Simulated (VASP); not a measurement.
The system is Si5Ge.

```
Si Ge
1.0
     2.69947    0.00000    0.00000
    -1.34973    2.33781    0.00000
     0.00000    0.00000   15.09540
Si Ge
5 1
Cartesian
  0.0000 1.5585 12.5795
  0.0000 1.5585 2.5159
  1.3497 0.7793 0.0000
  1.3497 0.7793 5.0318
  1.3497 0.7793 10.0636
  0.0000 1.5585 7.5477
```

```yaml
Program: VASP 6.6.1
Task: relaxation of cell and atoms
Functional: PBE
Potentials_or_basis: VASP PAW PBE potentials, release 64 (Si, Ge_d)
Cutoff: 600 eV
k_mesh: 6 × 6 × 1
Occupations: gaussian, width 0.1 eV
Spin: no spin polarisation
```

At the start: pressure -1.4 GPa; volume 15.88 Å³/atom.

**Question.** How do energy, volume and symmetry change on relaxing?

**Answer.** Over 19 steps the energy falls by 31.2 meV/atom and the volume is 15.72 Å³/atom (-1.0 %); space group P-6m2 (No. 187, to 0.1 Å) before and after.

Step by step:
| step | energy change (eV) | largest force (eV/Å) | pressure (GPa) | volume (Å³) |
| --- | --- | --- | --- | --- |
| 1 | 0.0000 | 0.5216 | -1.37 | 95.26 |
| 2 | -0.0373 | 0.4712 | 0.89 | 93.38 |
| 3 | -0.0434 | 0.4840 | 0.27 | 93.88 |
| 4 | -0.0699 | 0.4229 | 0.34 | 93.75 |
| 5 | -0.1122 | 0.2624 | 0.73 | 93.37 |
| 6 | -0.1125 | 0.2897 | 0.74 | 93.33 |
| 7 | -0.1255 | 0.2734 | -0.57 | 94.79 |
| 8 | -0.1270 | 0.2625 | -1.40 | 95.76 |
| 9 | -0.1344 | 0.2483 | -1.41 | 95.74 |
| 10 | -0.1529 | 0.2048 | -1.26 | 95.68 |
| 11 | -0.1717 | 0.1074 | -0.88 | 95.56 |
| 12 | -0.1857 | 0.0629 | -0.24 | 94.67 |
| 13 | -0.1858 | 0.0677 | -0.11 | 94.59 |
| 14 | -0.1858 | 0.0665 | -0.21 | 94.61 |
| 15 | -0.1862 | 0.0579 | 0.09 | 94.42 |
| 16 | -0.1863 | 0.0555 | 0.12 | 94.37 |
| 17 | -0.1864 | 0.0507 | 0.19 | 94.26 |
| 18 | -0.1867 | 0.0424 | 0.12 | 94.27 |
| 19 | -0.1873 | 0.0187 | 0.05 | 94.30 |

Final structure:
```
Si Ge
1.0
     2.67027    0.00000    0.00000
    -1.33513    2.31252    0.00000
     0.00000    0.00000   15.27069
Si Ge
5 1
Direct
  0.33333 0.66667 0.84745
  0.33333 0.66667 0.15255
  0.66667 0.33333 0.00000
  0.66667 0.33333 0.31643
  0.66667 0.33333 0.68357
  0.33333 0.66667 0.50000
```

Caveat: the k points lie up to 0.45 Å⁻¹ apart in the final cell; the highest band is partly filled, so the run has too few bands.
